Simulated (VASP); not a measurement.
Here is a VASP 6.6.1 calculation.

File INCAR:

```
SYSTEM = HfSiO4
  ALGO = Normal
  EDIFF = 1E-6
  EDIFFG = -0.01
  ENCUT = 600
  GGA = PE
  IBRION = 2
  ISIF = 3
  ISMEAR = -1
  LASPH = .True.
  LCHARG = .False.
  LREAL = .False.
  LWAVE = .False.
  NELM = 60
  NSW = 60
  PREC = Accurate
  PSTRESS = 20.0
  SIGMA = 0.05
```

KPOINTS

```
k-points
0
Gamma
  5 5 5
  0 0 0
```

The input POSCAR:

```
HfSiO4
1.0
   -3.2862500000      3.2862500000      2.9816000000
    3.2862500000     -3.2862500000      2.9816000000
    3.2862500000      3.2862500000     -2.9816000000
Hf Si O
2 2 8
Direct
    0.0000000000      0.0000000000      0.0000000000
    0.7500000000      0.2500000000      0.5000000000
    0.5000000000      0.5000000000      0.0000000000
    0.2500000000      0.7500000000      0.5000000000
    0.6802000000      0.4957000000      0.8155000000
    0.2457000000      0.9302000000      0.3155000000
    0.6802000000      0.8647000000      0.1845000000
    0.6147000000      0.9302000000      0.6845000000
    0.0698000000      0.3853000000      0.3155000000
    0.5043000000      0.3198000000      0.1845000000
    0.0698000000      0.7543000000      0.6845000000
    0.1353000000      0.3198000000      0.8155000000
```

Potentials or basis: VASP PAW PBE potentials, release 64 (Hf_pv, Si, O).

Run with:

```console
$ cat potpaw_PBE.64/Hf_pv/POTCAR potpaw_PBE.64/Si/POTCAR potpaw_PBE.64/O/POTCAR > POTCAR
$ mpirun -np 1 vasp_std > vasp.out
```

Task: What does it give for the relaxed cell?

Result: a = 5.543 Å, b = 5.543 Å, c = 5.543 Å, α = 107.00°, β = 107.00°, γ = 114.54°.

Task: What does it give for the relaxed volume?

Result: 10.86 Å³/atom.

Forces on the atoms (eV/Å):
```
Hf   0.000  0.000  0.000
Hf   0.000  0.000  0.000
Si   0.000  0.000  0.000
Si   0.000  0.000  0.000
O    0.005  0.000 -0.002
O    0.000  0.005 -0.002
O   -0.005  0.000 -0.002
O    0.000 -0.005 -0.002
O    0.005  0.000  0.002
O    0.000 -0.005  0.002
O   -0.005  0.000  0.002
O    0.000  0.005  0.002
```

Caveat: the cell is relaxed towards a set pressure, so the run minimises the enthalpy, not the energy. PBE usually gives volumes a little too large and moduli too small.
